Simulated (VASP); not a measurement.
# Ge in VASP: a series of runs

The runs below take Ge through single point, with PBE+D3(BJ).

Program: VASP 6.6.1. These are calculated values, not measurements. Logs are shortened: lines on timing, memory, paths and dates and some standing lists are left out, and cuts for length are marked.

### Step 1. The cell of the first run

The cell holds a slab with vacuum, 2 atoms: a = 4.224 Å, b = 4.224 Å, c = 28.000 Å, α = 90.00°, β = 90.00°, γ = 120.00°.

### Step 2. Single point, PBE+D3(BJ)

INCAR

```
PREC = Accurate ; ENCUT = 520
EDIFF = 1E-7 ; ISMEAR = 0
SIGMA = 0.1 ; LREAL = False
LASPH = True ; NELM = 80
ALGO = Normal ; ISIF = 2
LWAVE = False ; LCHARG = False
LDIPOL = True ; IDIPOL = 3
DIPOL = 0.5 0.5 0.500 ; GGA = PE
IVDW = 12 ; NBANDS = 21
```

KPOINTS

```
Automatic mesh
0
Gamma
  12 12 1
```

POSCAR

```
Ge
1.0
    4.2240000000      0.0000000000      0.0000000000
   -2.1120000000      3.6580913056      0.0000000000
    0.0000000000      0.0000000000     28.0000000000
Ge
2
Direct
    0.3333333333      0.6666666667      0.5000000000
    0.6666666667      0.3333333333      0.5000000000
```

Potentials or basis: VASP PAW PBE potentials, release 64 (Ge_d).

The run is started by

```
cat potpaw_PBE.64/Ge_d/POTCAR > POTCAR
mpirun -np 1 vasp_std > vasp.out
```

OUTCAR:

```text
PREC = Accurate
   ENCUT = 520
   EDIFF = 1E-7
   ISMEAR = 0
   LREAL = False
   LASPH = True
   NELM = 80
   ISIF = 2
   GGA = PE
   IVDW = 12
 IVDW          = 12

 ion  position               nearest neighbor table
   1  0.333  0.667  0.500-   2 2.44   2 2.44   2 2.44
   2  0.667  0.333  0.500-   1 2.44   1 2.44   1 2.44

  LATTYP: Found a hexagonal cell.
 ALAT       =     4.2240000000
 C/A-ratio  =     6.6287878788

  Lattice vectors:

 A1 = (   4.2240000000,   0.0000000000,   0.0000000000)
 A2 = (  -2.1120000000,   3.6580913056,   0.0000000000)
 A3 = (   0.0000000000,   0.0000000000,  28.0000000000)

Analysis of symmetry for initial positions (statically):
=====================================================================
 Subroutine PRICEL returns:
 Original cell was already a primitive cell.

 Routine SETGRP: Setting up the symmetry group for a
 hexagonal supercell.

 Subroutine GETGRP returns: Found 24 space group operations
 (whereof 24 operations were pure point group operations)
 out of a pool of 24 trial point group operations.

The static configuration has the point symmetry D_6h.

Analysis of symmetry for dynamics (positions and initial velocities):
=====================================================================
 Subroutine PRICEL returns:
 Original cell was already a primitive cell.

 Routine SETGRP: Setting up the symmetry group for a
 hexagonal supercell.

 Subroutine GETGRP returns: Found 24 space group operations
 (whereof 24 operations were pure point group operations)
 out of a pool of 24 trial point group operations.

The dynamic configuration has the point symmetry D_6h.

 Subroutine INISYM returns: Found 24 space group operations
 (whereof 24 operations are pure point group operations),
 and found     1 'primitive' translations

----------------------------------------------------------------------------------------

                                     Primitive cell

  volume of cell :     432.6498

  direct lattice vectors                    reciprocal lattice vectors
     4.224000000  0.000000000  0.000000000     0.236742424  0.136683302  0.000000000
    -2.112000000  3.658091306  0.000000000     0.000000000  0.273366605  0.000000000
     0.000000000  0.000000000 28.000000000     0.000000000  0.000000000  0.035714286

  length of vectors
     4.224000000  4.224000000 28.000000000     0.273366605  0.273366605  0.035714286

  position of ions in fractional coordinates (direct lattice)
     0.333333333  0.666666667  0.500000000
     0.666666667  0.333333333  0.500000000

  ion indices of the primitive-cell ions
   primitive index   ion index
                 1           1
                 2           2

----------------------------------------------------------------------------------------

 KPOINTS: Automatic mesh

Automatic generation of k-mesh.
 Grid dimensions read from file:
 generate k-points for:   12   12    1

 Generating k-lattice:

  Cartesian coordinates                     Fractional coordinates (reciprocal lattice)
     0.019728535  0.011390275  0.000000000     0.083333333  0.000000000  0.000000000
     0.000000000  0.022780550  0.000000000     0.000000000  0.083333333  0.000000000
     0.000000000  0.000000000  0.035714286     0.000000000  0.000000000  1.000000000

  Length of vectors
     0.022780550  0.022780550  0.035714286

  Shift w.r.t. Gamma in fractional coordinates (k-lattice)
     0.000000000  0.000000000  0.000000000

 Subroutine IBZKPT returns following result:
 ===========================================

 Found     19 irreducible k-points:

 Following reciprocal coordinates:
            Coordinates               Weight
  0.000000  0.000000  0.000000      1.000000
  0.083333  0.000000  0.000000      6.000000
  0.166667  0.000000  0.000000      6.000000
  0.250000  0.000000  0.000000      6.000000
  0.333333 -0.000000  0.000000      6.000000
  0.416667  0.000000  0.000000      6.000000
[... 11 lines left out ...]
  0.333333  0.250000  0.000000     12.000000
  0.333333  0.333333  0.000000      2.000000
   k-points           NKPTS =     19   k-points in BZ     NKDIM =     19   number of bands    NBANDS=     21
   number of dos      NEDOS =    301   number of ions     NIONS =      2
   total plane-waves  NPLWV = 215040
   dimension x,y,z NGX =    32 NGY =   32 NGZ =  210
   dimension x,y,z NGXF=    64 NGYF=   64 NGZF=  420
   ions per type =               2
   NGX,Y,Z   is equivalent  to a cutoff of  12.59, 12.59, 12.47 a.u.
   NGXF,Y,Z  is equivalent  to a cutoff of  25.19, 25.19, 24.94 a.u.
 SYSTEM =  unknown system
   PREC   = accura    normal or accurate (medium, high low for compatibility)
   ISTART =      0    job   : 0-new  1-cont  2-samecut
   ICHARG =      2    charge: 1-file 2-atom 10-const
   ISPIN  =      1    spin polarized calculation?
   LNONCOLLINEAR =      F non collinear calculations
   LSORBIT =      F    spin-orbit coupling
   LASPH  =      T    aspherical Exc in radial PAW
   ENCUT  =  520.0 eV  38.22 Ry    6.18 a.u.   7.85  7.85 52.06*2*pi/ulx,y,z
   NELM   =     80;   NELMIN=  2; NELMDL= -5     # of ELM steps
   EDIFF  = 0.1E-06   stopping-criterion for ELM
   LREAL  =      F    real-space projection
   EDIFFG = 0.1E-05   stopping-criterion for IOM
   NSW    =      0    number of steps for IOM
   IBRION =     -1    ionic relax: 0-MD 1-quasi-New 2-CG
   NFREE  =      0    steps in history (QN), initial steepest desc. (CG)
   ISIF   =      2    stress and relaxation
   ISYM   =      2    0-nonsym 1-usesym 2-fastsym
   POTIM  = 0.5000    time-step for ionic-motion
   TEBEG  =    0.0;   TEEND  =   0.0 temperature during run
   PSTRESS=    0.0 pullay stress
   NELECT =      28.0000    total number of electrons
   NUPDOWN=      -1.0000    fix difference up-down
   EMIN   =  10.00;   EMAX   =-10.00  energy-range for DOS
   EFERMI =   0.00;   METHOD = LEGACY
   ISMEAR =     0;   SIGMA  =   0.10  broadening in eV -4-tet -1-fermi 0-gaus
   EFERMI_NEDOS =   21; number of points for ismear=-14 and -15
   IALGO  =     38    algorithm
   IMIX   =      4    mixing-type and parameters
     AMIX     =   0.40;   BMIX     =  1.00
     AMIX_MAG =   1.60;   BMIX_MAG =  1.00
  volume/ion in A,a.u.               =     216.32      1459.83
  Fermi-wavevector in a.u.,A,eV,Ry     =   0.657277  1.242074  5.877901  0.432014
  Thomas-Fermi vector in A             =   1.728734
   LORBIT       =      0    0 simple, 1 ext, 2 COOP (PROOUT), +10 PAW based schemes
   GGA     = PE    functional components
   LHFCALC =     F    Hartree Fock is set to
   AEXX    =    0.0000 exact exchange contribution
   IVDW    =    12    specifies the selected vdW correction
   LEPSILON=     F    determine dielectric tensor
   LRPA    =     F    only Hartree local field effects (RPA)
 non-spin polarized calculation
 Gauss-broadening in eV      SIGMA  =   0.10
  energy-cutoff  :      520.00
  volume of cell :      432.65
 maximum number of plane-waves:     11693
 NGX is ok and might be reduce to    32
   NGX = 15   NGY = 15   NGZ =105

 number of electron      27.9999982 magnetization

 dipolmoment           0.000000      0.000000     -0.000000 electrons x Angstroem

 Free energy of the ion-electron system (eV)
  ---------------------------------------------------
  ext. energy  EPLUGINS =         0.00000000
  ---------------------------------------------------
  free energy    TOTEN  =        -7.78310378 eV

  energy without entropy =       -7.77842040  energy(sigma->0) =       -7.78076209

 E-fermi :  -3.8152     XC(G=0):  -1.5587

 val. band max:       -3.8305759897   @ k =   0.3333   0.2500   0.0000
 cond. band min:      -3.3260711960   @ k =   0.3333   0.3333   0.0000
 fundamental gap:      0.5045047937
 Fermi energy:        -3.8152170576

 k-point     1 :       0.0000    0.0000    0.0000
  band No.  band energies     occupation
      1     -28.6091      2.00000
      2     -28.5833      2.00000
      3     -28.5833      2.00000
      4     -28.5458      2.00000
      5     -28.5458      2.00000
      6     -28.4504      2.00000
[... 13 lines left out ...]
     20       1.0766      0.00000
     21       1.5126      0.00000

 k-point     2 :       0.0833    0.0000    0.0000
  band No.  band energies     occupation
      1     -28.6106      2.00000
      2     -28.5926      2.00000
      3     -28.5899      2.00000
      4     -28.5466      2.00000
      5     -28.5444      2.00000
      6     -28.4426      2.00000
[... 13 lines left out ...]
     20       1.1550      0.00000
     21       1.1947      0.00000

 k-point     3 :       0.1667    0.0000    0.0000
  band No.  band energies     occupation
      1     -28.6214      2.00000
      2     -28.6130      2.00000
      3     -28.5969      2.00000
      4     -28.5488      2.00000
      5     -28.5403      2.00000
      6     -28.4314      2.00000
[... 13 lines left out ...]
     20       1.0787      0.00000
     21       1.3895      0.00000

 k-point     4 :       0.2500    0.0000    0.0000
  band No.  band energies     occupation
      1     -28.6410      2.00000
      2     -28.6350      2.00000
      3     -28.5964      2.00000
      4     -28.5517      2.00000
      5     -28.5342      2.00000
      6     -28.4383      2.00000
[... 13 lines left out ...]
     20       1.6033      0.00000
     21       1.7798      0.00000

 k-point     5 :       0.3333   -0.0000    0.0000
  band No.  band energies     occupation
      1     -28.6589      2.00000
      2     -28.6531      2.00000
      3     -28.5940      2.00000
      4     -28.5544      2.00000
      5     -28.5271      2.00000
      6     -28.4462      2.00000
[... 13 lines left out ...]
     20       2.3258      0.00000
     21       2.7233      0.00000

 k-point     6 :       0.4167    0.0000    0.0000
  band No.  band energies     occupation
      1     -28.6708      2.00000
      2     -28.6648      2.00000
      3     -28.5919      2.00000
      4     -28.5564      2.00000
      5     -28.5209      2.00000
      6     -28.4530      2.00000
[... 13 lines left out ...]
     20       3.1355      0.00000
     21       3.3372      0.00000

 k-point     7 :       0.5000    0.0000    0.0000
  band No.  band energies     occupation
      1     -28.6749      2.00000
      2     -28.6689      2.00000
      3     -28.5911      2.00000
      4     -28.5571      2.00000
      5     -28.5183      2.00000
      6     -28.4558      2.00000
[... 13 lines left out ...]
     20       3.5245      0.00000
     21       3.8769      0.00000
[... 171 lines left out ...]
      1     -28.6978      2.00000
      2     -28.6358      2.00000
      3     -28.5988      2.00000
      4     -28.5596      2.00000
      5     -28.5120      2.00000
      6     -28.4616      2.00000
[... 13 lines left out ...]
     20       3.1137      0.00000
     21       3.2586      0.00000

 k-point    16 :       0.4167    0.1667    0.0000
  band No.  band energies     occupation
      1     -28.7024      2.00000
      2     -28.6379      2.00000
      3     -28.5980      2.00000
      4     -28.5604      2.00000
      5     -28.5081      2.00000
      6     -28.4657      2.00000
[... 13 lines left out ...]
     20       2.9723      0.00000
     21       3.7556      0.00000

 k-point    17 :       0.2500    0.2500    0.0000
  band No.  band energies     occupation
      1     -28.7013      2.00000
      2     -28.6265      2.00000
      3     -28.6036      2.00000
      4     -28.5604      2.00000
      5     -28.5098      2.00000
      6     -28.4637      2.00000
[... 13 lines left out ...]
     20       3.0272      0.00000
     21       3.1812      0.00000

 k-point    18 :       0.3333    0.2500    0.0000
  band No.  band energies     occupation
      1     -28.7103      2.00000
      2     -28.6245      2.00000
      3     -28.6053      2.00000
      4     -28.5621      2.00000
      5     -28.5001      2.00000
      6     -28.4736      2.00000
[... 13 lines left out ...]
     20       3.4428      0.00000
     21       3.7269      0.00000

 k-point    19 :       0.3333    0.3333    0.0000
  band No.  band energies     occupation
      1     -28.7146      2.00000
      2     -28.6141      2.00000
      3     -28.6141      2.00000
      4     -28.5631      2.00000
      5     -28.4868      2.00000
      6     -28.4868      2.00000
[... 13 lines left out ...]
     20       3.3418      0.00000
     21       3.3418      0.00000

------------------------ aborting loop because EDIFF is reached ----------------------------------------

 vacuum level on the upper side and lower side of the slab       (xc-potential included)        -0.007        -0.007

 Edisp (eV)   -0.27865

 E8    (eV) :    -0.1330

  FORCE on cell =-STRESS in cart. coord.  units (eV):
  Direction    XX          YY          ZZ          XY          YZ          ZX
  --------------------------------------------------------------------------------------
  -------------------------------------------------------------------------------------
  Total      -1.78423    -1.78423    -0.01582     0.00000     0.00000     0.00000
  in kB      -6.60731    -6.60731    -0.05860     0.00000     0.00000     0.00000
  external pressure =       -4.42 kB  Pullay stress =        0.00 kB

 VOLUME and BASIS-vectors are now :
 -----------------------------------------------------------------------------
  energy-cutoff  :      520.00
  volume of cell :      432.65
      direct lattice vectors                 reciprocal lattice vectors
     4.224000000  0.000000000  0.000000000     0.236742424  0.136683302  0.000000000
    -2.112000000  3.658091306  0.000000000     0.000000000  0.273366605  0.000000000
     0.000000000  0.000000000 28.000000000     0.000000000  0.000000000  0.035714286

 POSITION                                       TOTAL-FORCE (eV/Angst)
 -----------------------------------------------------------------------------------
     -0.00000      2.43873     14.00000         0.000000      0.000000      0.000000
      2.11200      1.21936     14.00000         0.000000     -0.000000      0.000000
 -----------------------------------------------------------------------------------
    total drift:                                0.000000      0.000000     -0.000000

  FREE ENERGIE OF THE ION-ELECTRON SYSTEM (eV)
  ---------------------------------------------------
  free  energy   TOTEN  =        -8.0617570966 eV

  energy  without entropy=       -8.0570737228  energy(sigma->0) =       -8.05941541

 vacuum level on the upper side and lower side of the slab         1.017         1.017
```

Run time: 3.7 min. Hardware: 1 thread of Intel Xeon Platinum 8259CL at 2.50GHz (Skylake/Cascade Lake), shared host; peak memory 0.57 GiB.

Results:

* Free energy: -8.0618 eV
* Band gap on the k mesh: zero (bands 14 and 15 overlap by 1.77 eV)
* Dispersion energy per atom: -0.139 eV

Levels at points of the mesh, in eV from the Fermi level:
```csv
k point,band 12,band 13,band 14,band 15,band 16,band 17
"(0.00, 0.00, 0.00)",-2.24,-1.70,-1.28,-1.28,3.34,3.34
"(0.50, 0.00, 0.00)",-7.65,-2.60,-0.41,0.53,1.27,6.18
```

[end of part 1 of 2]

The gap in the log of VASP goes by the Fermi energy; the results here count the filled bands.